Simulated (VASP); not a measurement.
# BAs (F-43m) in VASP: electric field gradients with LDA

Aim: the electric field gradients of BAs with LDA.

Everything below comes from runs of VASP 6.6.1. Logs are shortened: lines on timing, memory, paths and dates and some standing lists are left out, and cuts for length are marked.

**1. The cell of the first run**

The structure is cubic, space group F-43m (No. 216). The conventional cell has a = 4.679 Å, b = 4.679 Å, c = 4.679 Å, α = 90.00°, β = 90.00°, γ = 90.00°. Within 2.7 Å of B (site symmetry -43m) lie 4 As at 2.03 Å. As (site symmetry -43m) has 4 B at 2.03 Å within 2.7 Å.

**2. Electric field gradients, LDA (12.81 Å³/atom)**

Input file INCAR:

```
SYSTEM = BAs
PREC = Accurate ; ENCUT = 420
EDIFF = 1E-8 ; ISMEAR = -1
SIGMA = 0.05 ; LREAL = .False.
LASPH = .True. ; NELM = 120
ALGO = Normal ; ISIF = 2
LWAVE = .False. ; LCHARG = .False.
GGA = CA ; LEFG = .True.
NBANDS = 16 ; GGA_COMPAT = .False.
```

Input file KPOINTS:

```
regular mesh
0
Gamma
  13 13 13
  0 0 0
```

Input file POSCAR:

```
BAs
1.0
    0.0000000000      2.3397414207      2.3397414207
    2.3397414207      0.0000000000      2.3397414207
    2.3397414207      2.3397414207      0.0000000000
B As
1 1
Direct
    0.0000000000      0.0000000000      0.0000000000
    0.7500000000      0.7500000000      0.7500000000
```

Potentials or basis: VASP PAW LDA potentials, release 64 (B, As_d).

Started as:

```bash
cat potpaw_LDA.64/B/POTCAR potpaw_LDA.64/As_d/POTCAR > POTCAR
mpirun -np 1 vasp_std > vasp.out
```

OUTCAR:

```text
SYSTEM = BAs
   PREC = Accurate
   ENCUT = 420
   EDIFF = 1E-8
   ISMEAR = -1
   LREAL = .False.
   LASPH = .True.
   NELM = 120
   ISIF = 2
   GGA = CA

 ion  position               nearest neighbor table
   1  0.000  0.000  0.000-   2 2.03   2 2.03   2 2.03   2 2.03
   2  0.750  0.750  0.750-   1 2.03   1 2.03   1 2.03   1 2.03

  LATTYP: Found a face centered cubic cell.
 ALAT       =     4.6794828414

  Lattice vectors:

 A1 = (   0.0000000000,   2.3397414207,   2.3397414207)
 A2 = (   2.3397414207,   0.0000000000,   2.3397414207)
 A3 = (   2.3397414207,   2.3397414207,   0.0000000000)

Analysis of symmetry for initial positions (statically):
=====================================================================
 Subroutine PRICEL returns:
 Original cell was already a primitive cell.

 Routine SETGRP: Setting up the symmetry group for a
 face centered cubic supercell.

 Subroutine GETGRP returns: Found 24 space group operations
 (whereof 24 operations were pure point group operations)
 out of a pool of 48 trial point group operations.

The static configuration has the point symmetry T_d .

Analysis of symmetry for dynamics (positions and initial velocities):
=====================================================================
 Subroutine PRICEL returns:
 Original cell was already a primitive cell.

 Routine SETGRP: Setting up the symmetry group for a
 face centered cubic supercell.

 Subroutine GETGRP returns: Found 24 space group operations
 (whereof 24 operations were pure point group operations)
 out of a pool of 48 trial point group operations.

The dynamic configuration has the point symmetry T_d .

 Subroutine INISYM returns: Found 24 space group operations
 (whereof 24 operations are pure point group operations),
 and found     1 'primitive' translations

----------------------------------------------------------------------------------------

                                     Primitive cell

  volume of cell :      25.6173

  direct lattice vectors                    reciprocal lattice vectors
     0.000000000  2.339741421  2.339741421    -0.213698828  0.213698828  0.213698828
     2.339741421  0.000000000  2.339741421     0.213698828 -0.213698828  0.213698828
     2.339741421  2.339741421  0.000000000     0.213698828  0.213698828 -0.213698828

  length of vectors
     3.308894050  3.308894050  3.308894050     0.370137228  0.370137228  0.370137228

  position of ions in fractional coordinates (direct lattice)
     0.000000000  0.000000000  0.000000000
     0.750000000  0.750000000  0.750000000

  ion indices of the primitive-cell ions
   primitive index   ion index
                 1           1
                 2           2

----------------------------------------------------------------------------------------

 KPOINTS: regular mesh

Automatic generation of k-mesh.
 Grid dimensions read from file:
 generate k-points for:   13   13   13

 Generating k-lattice:

  Cartesian coordinates                     Fractional coordinates (reciprocal lattice)
    -0.016438371  0.016438371  0.016438371     0.076923077  0.000000000  0.000000000
     0.016438371 -0.016438371  0.016438371     0.000000000  0.076923077  0.000000000
     0.016438371  0.016438371 -0.016438371     0.000000000  0.000000000  0.076923077

  Length of vectors
     0.028472094  0.028472094  0.028472094

  Shift w.r.t. Gamma in fractional coordinates (k-lattice)
     0.000000000  0.000000000  0.000000000

 Subroutine IBZKPT returns following result:
 ===========================================

 Found     84 irreducible k-points:

 Following reciprocal coordinates:
            Coordinates               Weight
  0.000000  0.000000  0.000000      1.000000
  0.076923  0.000000  0.000000      8.000000
  0.153846  0.000000  0.000000      8.000000
  0.230769  0.000000  0.000000      8.000000
  0.307692  0.000000  0.000000      8.000000
  0.384615  0.000000  0.000000      8.000000
[... 16 lines left out ...]
  0.384615  0.153846  0.000000     24.000000
  0.461538  0.153846  0.000000     24.000000
 [... further k-points ...]
   k-points           NKPTS =     84   k-points in BZ     NKDIM =     84   number of bands    NBANDS=     16
   number of dos      NEDOS =    301   number of ions     NIONS =      2
   total plane-waves  NPLWV =  13824
   dimension x,y,z NGX =    24 NGY =   24 NGZ =   24
   dimension x,y,z NGXF=    48 NGYF=   48 NGZF=   48
   ions per type =               1   1
   NGX,Y,Z   is equivalent  to a cutoff of  12.06, 12.06, 12.06 a.u.
   NGXF,Y,Z  is equivalent  to a cutoff of  24.12, 24.12, 24.12 a.u.
 SYSTEM =  BAs
   PREC   = accura    normal or accurate (medium, high low for compatibility)
   ISTART =      0    job   : 0-new  1-cont  2-samecut
   ICHARG =      2    charge: 1-file 2-atom 10-const
   ISPIN  =      1    spin polarized calculation?
   LNONCOLLINEAR =      F non collinear calculations
   LSORBIT =      F    spin-orbit coupling
   LASPH  =      T    aspherical Exc in radial PAW
   ENCUT  =  420.0 eV  30.87 Ry    5.56 a.u.   5.53  5.53  5.53*2*pi/ulx,y,z
   NELM   =    120;   NELMIN=  2; NELMDL= -5     # of ELM steps
   EDIFF  = 0.1E-07   stopping-criterion for ELM
   LREAL  =      F    real-space projection
   EDIFFG = 0.1E-06   stopping-criterion for IOM
   NSW    =      0    number of steps for IOM
   IBRION =     -1    ionic relax: 0-MD 1-quasi-New 2-CG
   NFREE  =      0    steps in history (QN), initial steepest desc. (CG)
   ISIF   =      2    stress and relaxation
   ISYM   =      2    0-nonsym 1-usesym 2-fastsym
   POTIM  = 0.5000    time-step for ionic-motion
   TEBEG  =    0.0;   TEEND  =   0.0 temperature during run
   PSTRESS=    0.0 pullay stress
   NELECT =      18.0000    total number of electrons
   NUPDOWN=      -1.0000    fix difference up-down
   EMIN   =  10.00;   EMAX   =-10.00  energy-range for DOS
   EFERMI =   0.00;   METHOD = LEGACY
   ISMEAR =    -1;   SIGMA  =   0.05  broadening in eV -4-tet -1-fermi 0-gaus
   EFERMI_NEDOS =   21; number of points for ismear=-14 and -15
   IALGO  =     38    algorithm
   IMIX   =      4    mixing-type and parameters
     AMIX     =   0.40;   BMIX     =  1.00
     AMIX_MAG =   1.60;   BMIX_MAG =  1.00
  volume/ion in A,a.u.               =      12.81        86.44
  Fermi-wavevector in a.u.,A,eV,Ry     =   1.455418  2.750342 28.820434  2.118242
  Thomas-Fermi vector in A             =   2.572455
   LORBIT       =      0    0 simple, 1 ext, 2 COOP (PROOUT), +10 PAW based schemes
   GGA     = CA    functional components
   LHFCALC =     F    Hartree Fock is set to
   AEXX    =    0.0000 exact exchange contribution
   IVDW    =     0    specifies the selected vdW correction
   LEPSILON=     F    determine dielectric tensor
   LRPA    =     F    only Hartree local field effects (RPA)
 non-spin polarized calculation
  energy-cutoff  :      420.00
  volume of cell :       25.62
 maximum number of plane-waves:       531
 NGX is ok and might be reduce to    24
   NGX = 11   NGY = 11   NGZ = 11

 number of electron      17.9999985 magnetization

 Free energy of the ion-electron system (eV)
  ---------------------------------------------------
  ext. energy  EPLUGINS =         0.00000000
  ---------------------------------------------------
  free energy    TOTEN  =       -12.92523919 eV

  energy without entropy =      -12.92523907  energy(sigma->0) =      -12.92523913

 E-fermi :   5.9590     XC(G=0): -11.7372

 val. band max:        5.4376632019   @ k =   0.0000   0.0000   0.0000
 cond. band min:       6.5168101214   @ k =   0.3846   0.3846   0.0000
 fundamental gap:      1.0791469196
 Fermi energy:         5.9589735204

 k-point     1 :       0.0000    0.0000    0.0000
  band No.  band energies     occupation
      1     -30.5171      2.00000
      2     -30.5171      2.00000
      3     -30.5171      2.00000
      4     -30.4865      2.00000
      5     -30.4865      2.00000
      6     -10.5149      2.00000
[... 8 lines left out ...]
     15      18.9792      0.00000
     16      18.9792      0.00000
[... 419 lines left out ...]
 k-point    24 :       0.4615    0.1538    0.0000
  band No.  band energies     occupation
      1     -30.5143      2.00000
      2     -30.5074      2.00000
      3     -30.5061      2.00000
      4     -30.4867      2.00000
      5     -30.4824      2.00000
      6      -7.5969      2.00000
[... 8 lines left out ...]
     15      19.9146      0.00000
     16      21.0482      0.00000

 [... further k-points ...]

------------------------ aborting loop because EDIFF is reached ----------------------------------------

  FORCE on cell =-STRESS in cart. coord.  units (eV):
  Direction    XX          YY          ZZ          XY          YZ          ZX
  --------------------------------------------------------------------------------------
  -------------------------------------------------------------------------------------
  Total        0.8911296      0.8911296      0.8911296     -0.0000000     -0.0000000      0.0000000
  in kB       55.7336987     55.7336987     55.7336987     -0.0000000     -0.0000000      0.0000000
  external PRESSURE =      55.7336987 kB  Pullay stress =       0.0000000 kB

 VOLUME and BASIS-vectors are now :
 -----------------------------------------------------------------------------
  energy-cutoff  :      420.00
  volume of cell :       25.62
      direct lattice vectors                 reciprocal lattice vectors
     0.000000000  2.339741421  2.339741421    -0.213698828  0.213698828  0.213698828
     2.339741421  0.000000000  2.339741421     0.213698828 -0.213698828  0.213698828
     2.339741421  2.339741421  0.000000000     0.213698828  0.213698828 -0.213698828

 POSITION                                       TOTAL-FORCE (eV/Angst)
 -----------------------------------------------------------------------------------
      0.00000      0.00000      0.00000         0.000000      0.000000      0.000000
      3.50961      3.50961      3.50961        -0.000000     -0.000000     -0.000000
 -----------------------------------------------------------------------------------
    total drift:                               -0.000001     -0.000001     -0.000002

  FREE ENERGIE OF THE ION-ELECTRON SYSTEM (eV)
  ---------------------------------------------------
  free  energy   TOTEN  =       -12.9252391921 eV

  energy  without entropy=      -12.9252390720  energy(sigma->0) =      -12.92523913

 Electric field gradients (V/A^2)
---------------------------------------------------------------------
 ion       V_xx      V_yy      V_zz      V_xy      V_xz      V_yz
---------------------------------------------------------------------
   1       0.000     0.000    -0.000    -0.000    -0.000    -0.000
   2      -0.000     0.000    -0.000     0.003     0.003     0.003
---------------------------------------------------------------------

 Electric field gradients after diagonalization (V/A^2)
 (convention: |V_zz| > |V_xx| > |V_yy|)
----------------------------------------------------------------------
 ion       V_xx      V_yy      V_zz     asymmetry (V_yy - V_xx)/ V_zz
----------------------------------------------------------------------
   1       0.000     0.000    -0.001       0.000
   2      -0.003    -0.003     0.006       0.000
----------------------------------------------------------------------

           NMR quadrupolar parameters

 Cq : quadrupolar parameter    Cq=e*Q*V_zz/h
 eta: asymmetry parameters     (V_yy - V_xx)/ V_zz
 Q  : nuclear electric quadrupole moment in mb (millibarn)
----------------------------------------------------------------------
 ion       Cq(MHz)       eta       Q (mb)
----------------------------------------------------------------------
   1      -0.000       0.000       1.000
   2       0.000       0.000       1.000
----------------------------------------------------------------------
```

Wall time 13 s (1 thread of Intel Xeon Platinum 8488C (Sapphire Rapids), shared host); peak memory 0.14 GiB.

What came out:

```yaml
Free_energy: -12.9252 eV
Pressure: 5.6 GPa
Band_gap_on_the_k_mesh: 1.08 eV (least direct gap 3.33 eV)
Largest_electric_field_gradient_by_atom: under 0.05 V/Å² on every atom
```

Caveat: the cell stands under pressure; an odd mesh through Γ misses points on the zone boundary, where band edges can lie.
